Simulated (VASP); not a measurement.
Se:

```
Se
1.0
    -1.40380    1.40380    1.40380
     1.40380   -1.40380    1.40380
     1.40380    1.40380   -1.40380
Se
1
Direct
  0.00000 0.00000 0.00000
```

Base run:

| Property | Result |
| --- | --- |
| Program | VASP 6.6.1 |
| Functional | PBEsol |
| Potentials or basis | VASP PAW PBE potentials, release 64 (Se) |
| Cutoff | 500 eV |
| k mesh | 13 × 13 × 13 |
| Occupations | gaussian, width 0.025 eV |
| Spin | no spin polarisation |

Its results: band gap on the k mesh zero (band 3 reaches 22.86 eV, above the bottom of band 4 at 7.63 eV); pressure 163.4 GPa.

Problem. The run is repeated on the same cell with these changes: occupations from gaussian, width 0.025 eV to gaussian, width 0.15 eV. What comes out?

Solution. Band gap on the k mesh zero (band 3 reaches 22.86 eV, above the bottom of band 4 at 7.63 eV); pressure 163.9 GPa.

Caveats: the PAW data sets were made with another functional, which shifts forces and pressure a little.
